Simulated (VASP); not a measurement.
# Cu3Sn2 (Pm-3m) in VASP: a series of runs, part 2 of 2

VASP 6.6.1.

## (3) Single point, PBE

This run uses another cell than the first one: it holds 10 atoms, not 5.

INCAR reads:

```
PREC = Accurate ; ENCUT = 520
EDIFF = 1E-6 ; ISMEAR = 0
SIGMA = 0.1 ; LREAL = False
LASPH = True ; NELM = 80
ALGO = Fast ; ISIF = 2
LWAVE = False ; LCHARG = True
GGA = PE ; LELF = True
LVHAR = True ; NBANDS = 72
```

KPOINTS reads:

```
Automatic mesh
0
Gamma
  4 4 4
```

POSCAR reads:

```
Cu3Sn2
1.0
    0.0000000000      4.8472641486      4.8472641486
    4.8472641486      0.0000000000      4.8472641486
    4.8472641486      4.8472641486      0.0000000000
Cu Sn
6 4
Direct
    0.7499995842      0.2500004158      0.2500004158
    0.2500004158      0.7499995842      0.7499995842
    0.2500004158      0.7499995842      0.2500004158
    0.7499995842      0.2500004158      0.7499995842
    0.2500004158      0.2500004158      0.7499995842
    0.7499995842      0.7499995842      0.2500004158
    0.5000000000      0.5000000000      0.5000000000
    0.2500000000      0.2500000000      0.2500000000
    0.7500000000      0.7500000000      0.7500000000
    0.0000000000      0.0000000000      0.0000000000
```

Potentials or basis: VASP PAW PBE potentials, release 64 (Cu, Sn_d).

On the command line:

```console
cat potpaw_PBE.64/Cu/POTCAR potpaw_PBE.64/Sn_d/POTCAR > POTCAR
mpirun -np 1 vasp_std > vasp.out
```

OUTCAR:

```text
PREC = Accurate
   ENCUT = 520
   EDIFF = 1E-6
   ISMEAR = 0
   LREAL = False
   LASPH = True
   NELM = 80
   ISIF = 2
   GGA = PE

 ion  position               nearest neighbor table
   1  0.750  0.250  0.250-   7 2.42  10 2.42
   2  0.250  0.750  0.750-   7 2.42  10 2.42
   3  0.250  0.750  0.250-   7 2.42  10 2.42
   4  0.750  0.250  0.750-   7 2.42  10 2.42
   5  0.250  0.250  0.750-   7 2.42  10 2.42
   6  0.750  0.750  0.250-   7 2.42  10 2.42
[... 813 lines left out ...]
  in kB        5.8757692      5.8757692      5.8757692      0.0000000      0.0000000     -0.0000000
  external PRESSURE =       5.8757692 kB  Pullay stress =       0.0000000 kB

 VOLUME and BASIS-vectors are now :
 -----------------------------------------------------------------------------
  energy-cutoff  :      520.00
  volume of cell :      227.78
      direct lattice vectors                 reciprocal lattice vectors
     0.000000000  4.847264149  4.847264149    -0.103150970  0.103150970  0.103150970
     4.847264149  0.000000000  4.847264149     0.103150970 -0.103150970  0.103150970
     4.847264149  4.847264149  0.000000000     0.103150970  0.103150970 -0.103150970

 POSITION                                       TOTAL-FORCE (eV/Angst)
 -----------------------------------------------------------------------------------
      2.42364      4.84726      4.84726        -0.000000     -0.000000      0.000000
      7.27089      4.84726      4.84726         0.000000     -0.000000      0.000000
      4.84726      2.42364      4.84726         0.000000     -0.000000      0.000000
      4.84726      7.27089      4.84726         0.000000     -0.000000      0.000000
      4.84726      4.84726      2.42364         0.000000     -0.000000     -0.000000
      4.84726      4.84726      7.27089         0.000000     -0.000000      0.000000
      4.84726      4.84726      4.84726         0.000000     -0.000000      0.000000
      2.42363      2.42363      2.42363         0.000000      0.000000      0.000000
      7.27090      7.27090      7.27090         0.000000     -0.000000      0.000000
      0.00000      0.00000      0.00000         0.000000     -0.000000      0.000000
 -----------------------------------------------------------------------------------
    total drift:                               -0.000000     -0.000000      0.000000

  FREE ENERGIE OF THE ION-ELECTRON SYSTEM (eV)
  ---------------------------------------------------
  free  energy   TOTEN  =       -31.5056216779 eV

  energy  without entropy=      -31.4646653231  energy(sigma->0) =      -31.48514350
```

OSZICAR:

```text
N       E                     dE             d eps       ncg     rms          rms(c)
DAV:   1     0.137030702417E+04    0.13703E+04   -0.54003E+04  1160   0.263E+03
DAV:   2     0.232455287634E+03   -0.11379E+04   -0.11169E+04  1152   0.703E+02
DAV:   3    -0.173235274488E+02   -0.24978E+03   -0.24110E+03  1176   0.289E+02
DAV:   4    -0.351588699523E+02   -0.17835E+02   -0.17299E+02  1464   0.901E+01
[... 11 lines left out ...]
RMM:  16    -0.315056236089E+02   -0.19913E-04   -0.27686E-04  1683   0.664E-02    0.314E-02
RMM:  17    -0.315056337443E+02   -0.10135E-04   -0.57436E-05  1880   0.343E-02    0.360E-02
RMM:  18    -0.315056260389E+02    0.77055E-05   -0.21460E-05  1590   0.282E-02    0.265E-02
RMM:  19    -0.315056218897E+02    0.41492E-05   -0.18200E-05  1495   0.308E-02    0.135E-02
RMM:  20    -0.315056216779E+02    0.21172E-06   -0.48296E-06  1016   0.118E-02
   1 F= -.31505622E+02 E0= -.31485144E+02  d E =-.409564E-01
```

stdout:

```text
POSCAR found type information on POSCAR CuSn
 POSCAR found :  2 types and      10 ions
 scaLAPACK will be used
 LDA part: xc-table for (Slater+PW92), standard interpolation
 POSCAR, INCAR and KPOINTS ok, starting setup
 FFT: planning ... GRIDC
 FFT: planning ... GRID_SOFT
 FFT: planning ... GRID
 WAVECAR not read
 entering main loop
```

It took 3.8 min on 1 thread of Intel Xeon 6975P-C (Granite Rapids), shared host; peak memory 0.43 GiB.

Results:

```yaml
Free_energy: -31.5056 eV
Pressure: 0.6 GPa
Band_gap_on_the_k_mesh: zero (bands 61 and 62 overlap by 2.29 eV)
```

Levels at points of the mesh, in eV from the Fermi level:
```csv
k point,band 56,band 57,band 58,band 59,band 60,band 61,band 62,band 63,band 64,band 65
"(0.00, 0.00, 0.00)",-2.45,-2.25,-2.24,-2.24,-2.24,-1.70,-1.70,-1.70,0.46,0.46
"(0.50, 0.00, 0.00)",-2.16,-2.16,-2.16,-1.87,-1.87,0.31,0.31,0.31,0.31,1.63
"(0.50, 0.50, 0.00)",-2.41,-1.92,-0.86,-0.86,-0.02,0.07,0.36,0.36,0.97,1.27
```

Caveat: spin-orbit coupling is left out, which moves the levels of the heavy elements.

## (4) Single point, PBE

This run uses another cell than the first one: it holds 10 atoms, not 5.

INCAR reads:

```
SYSTEM = Cu3Sn2
PREC = Accurate
ENCUT = 520
EDIFF = 1E-6
ISMEAR = 0
SIGMA = 0.2
LREAL = .False.
LASPH = .True.
NELM = 100
ALGO = Fast
ISIF = 2
LWAVE = .False.
LCHARG = .False.
GGA = PE
NBANDS = 72
```

KPOINTS reads:

```
regular mesh
0
Gamma
  4 4 2
  0 0 0
```

POSCAR reads:

```
Cu3Sn2
1.0
    4.8497378972      0.0000000000      0.0000000000
    0.0000000000      4.8497378972      0.0000000000
    0.0000000000      0.0000000000      9.6994757945
Cu Sn
6 4
Direct
    0.5000000000      0.0000000000      0.0000000000
    0.5000000000      0.0000000000      0.5000000000
    0.0000000000      0.5000000000      0.0000000000
    0.0000000000      0.5000000000      0.5000000000
    0.0000000000      0.0000000000      0.2500000000
    0.0000000000      0.0000000000      0.7500000000
    0.0000000000      1.0000000000      0.5000000000
    0.0000000000      1.0000000000      0.0000000000
    0.5000000000      0.5000000000      0.2500000000
    0.5000000000      0.5000000000      0.7500000000
```

On the command line:

```console
cat potpaw_PBE.64/Cu/POTCAR potpaw_PBE.64/Sn_d/POTCAR > POTCAR
mpirun -np 1 vasp_std > vasp.out
```

It took 2.9 min on 1 thread of Intel Xeon 6975P-C (Granite Rapids), shared host; peak memory 0.37 GiB.

It converged, with:

- Free energy: -31.4443 eV
- Pressure: 0.0 GPa
- Band gap on the k mesh: zero (bands 61 and 62 overlap by 2.29 eV)

Levels at points of the mesh, in eV from the Fermi level:
```tsv
k point	band 57	band 58	band 59	band 60	band 61	band 62	band 63	band 64
(0.00, 0.00, 0.00)	-2.17	-1.84	-0.76	-0.76	0.06	0.44	0.44	0.55
(0.50, 0.00, 0.00)	-1.84	-0.76	-0.76	0.06	0.17	0.44	0.44	1.06
(0.50, 0.50, 0.00)	-2.14	-2.14	-2.14	-1.62	-1.62	-1.62	0.17	1.35
(0.00, 0.00, 0.50)	-1.59	-1.59	-1.59	-1.59	0.61	0.61	0.74	0.74
(0.50, 0.00, 0.50)	-2.08	-2.08	-0.34	-0.34	0.67	0.67	0.75	0.75
(0.50, 0.50, 0.50)	-2.32	-2.32	-1.28	-1.28	-0.82	-0.82	-0.15	-0.15
```

Caveat: spin-orbit coupling is left out, which moves the levels of the heavy elements.

## (5) The runs side by side

| cell | k mesh | smearing | further INCAR settings | gap on the mesh (eV) | pressure (GPa) |
| --- | --- | --- | --- | --- | --- |
| a = 4.850 Å, 5 atoms, atomic positions A | 8 × 8 × 8 | gaussian 0.1 eV | ALGO = Fast; EDIFF = 1e-06; NBANDS = 38 | none | 0.0 |
| a = 6.855 Å, angles 60.0°, 10 atoms, atomic positions B | 4 × 4 × 4 | gaussian 0.1 eV | ALGO = Fast; EDIFF = 1e-06; NBANDS = 72 | none | 0.6 |
| a = 4.850, b = 4.850, c = 9.699 Å, 10 atoms, atomic positions C | 4 × 4 × 2 | gaussian 0.2 eV | ALGO = Fast; EDIFF = 1e-06; NBANDS = 72 | none | 0.0 |

Alike in all rows: task single point; level PBE; potentials or basis VASP PAW PBE potentials, release 64 (Cu, Sn_d); no spin polarisation; cutoff (eV) 520.

Caveats: spin-orbit coupling is left out, which moves the levels of the heavy elements.

Absolute energies hang on the potentials; compare differences alone.
